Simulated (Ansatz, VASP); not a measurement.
# Co in VASP and in Ansatz

The input INCAR:

```
SYSTEM = Co
PREC = Accurate
ENCUT = 520
EDIFF = 1E-6
ISMEAR = 0
SIGMA = 0.023
LREAL = .False.
LASPH = .True.
NELM = 150
ALGO = Normal
ISIF = 2
LWAVE = .False.
LCHARG = .False.
ISPIN = 2
MAGMOM = 2 2 2 2
LORBIT = 11
LMAXMIX = 4
GGA = PE
NBANDS = 30
```

The input KPOINTS:

```
regular mesh
0
Gamma
  12 12 4
  0 0 0
```

Contents of POSCAR:

```
Co
1.0
    2.4705617809      0.0000000000      0.0000000000
   -1.2352808905      2.1395692639      0.0000000000
    0.0000000000      0.0000000000      8.0882338000
Co
4
Direct
    0.6666666667      0.3333333333      0.7500000000
    0.0000000000      0.0000000000      0.5000000000
    0.3333333333      0.6666666667      0.2500000000
    0.0000000000      0.0000000000      0.0000000000
```

The input input.yaml:

```yaml
crystal:
  lattice:
    - [2.4705617809, 0.0, 0.0]
    - [-1.2352808905, 2.1395692639, 0.0]
    - [0.0, 0.0, 8.0882338]
  atoms:
    - { symbol: Co, position: [0.6666666667, 0.3333333333, 0.75], spin: 2.0 }
    - { symbol: Co, position: [0.0, 0.0, 0.5], spin: 2.0 }
    - { symbol: Co, position: [0.3333333333, 0.6666666667, 0.25], spin: 2.0 }
    - { symbol: Co, position: [0.0, 0.0, 0.0], spin: 2.0 }
hamiltonian:
  xc: pbe
  pseudopotentials: { kind: paw }
magnetization:
  spin_polarized: true
kpoints:
  mp_grid: { grid: [12, 12, 4] }
scf:
  occupations: { method: gaussian, width: 0.023 }
output:
  forces: true
  stress: true
  eigenvalues: true
```

Alike in both runs: task single point; functional PBE; k mesh 12 × 12 × 4; occupations gaussian, width 0.023 eV; collinear spin.

|  | VASP | Ansatz |
| --- | --- | --- |
| version | VASP 6.6.1 | Ansatz 0.2.0 |
| potentials or method | VASP PAW PBE potentials, release 64 (Co) | Ansatz PAW |
| plane-wave cutoff (eV) | 520 | 420 |
| valence electrons in the cell | 36 | 68 |

```csv
,VASP,Ansatz,Ansatz less VASP
gap on the k mesh at the Fermi level (eV),none,none,-
pressure (GPa),3.8,4.7,+0.94
"traceless stress, the component that is largest in VASP (GPa)",-2.90,-3.10,-0.202
net moment per atom (μB),1.65,1.66,+0.011
size of the moment on the site where the two differ most (μB),1.67,1.74,+0.067
```

Site moments also hang on the region over which each program counts them. A gap of «none» marks a metal or a gap that the smearing closes. VASP's potentials hold 36 valence electrons a cell and Ansatz's 68, so a difference there can come from the potentials and not from the codes.
